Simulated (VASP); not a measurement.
Write the native input for VASP 6.6.1 that does the following.

| Property | Result |
| --- | --- |
| Task | single point |
| Functional | PBE |
| Potentials or basis | VASP PAW PBE potentials, release 64 (Ca_sv, B, F) |
| Cutoff | 520 eV |
| k mesh | 4 × 4 × 4 |
| Occupations | gaussian, width 0.1 eV |
| Spin | collinear spin, ferromagnetic start |
| Starting moments | [0.0, 0.0, 0.0, 0.0, 1.0, 1.0, 1.0, 1.0] μB |
| Dipole correction | no |
| Further INCAR settings | ALGO = Normal; EDIFF = 1e-06; NBANDS = 38 |

The structure of CaB3F4 lies in POSCAR:

```
CaB3F4
1.0
   -2.6758657300      2.6758657300      2.6758657300
    2.6758657300     -2.6758657300      2.6758657300
    2.6758657300      2.6758657300     -2.6758657300
Ca B F
1 3 4
Direct
    0.0000000000      0.0000000000      0.0000000000
    0.5000000000      0.5000000000      0.0000000000
    0.5000000000      0.0000000000      0.5000000000
    0.0000000000      0.5000000000      0.5000000000
    0.5000000000      0.5000000000      0.5000000000
    0.0000000000      0.0000000000      0.5000000000
    0.0000000000      0.5000000000      0.0000000000
    0.5000000000      0.0000000000      0.0000000000
```

The input as run:

INCAR

```
SYSTEM = CaB3F4
PREC = Accurate
ENCUT = 520
EDIFF = 1E-6
ISMEAR = 0
SIGMA = 0.1
LREAL = .False.
LASPH = .True.
NELM = 150
ALGO = Normal
ISIF = 2
LWAVE = .False.
LCHARG = .False.
ISPIN = 2
MAGMOM = 0 0 0 0 1 1 1 1
LORBIT = 11
GGA = PE
NBANDS = 38
```

KPOINTS

```
Automatic mesh
0
Gamma
  4 4 4
  0 0 0
```

Potentials or basis: VASP PAW PBE potentials, release 64 (Ca_sv, B, F).

The run is started by

```sh
$ cat potpaw_PBE.64/Ca_sv/POTCAR potpaw_PBE.64/B/POTCAR potpaw_PBE.64/F/POTCAR > POTCAR
$ mpirun -np 1 vasp_std > vasp.out
```

Results of the run:

- Pressure: 24.6 GPa
- Net moment: 0.08 μB per cell
- Valence electrons inside the program's atomic spheres: Ca 8.24; B 1.39; F 6.06

Caveat: the k points lie up to 0.42 Å⁻¹ apart.

Run time: 74 s on 1 thread of AMD EPYC 7R13 Processor (Zen 3), on a shared host, peak memory 0.22 GiB.
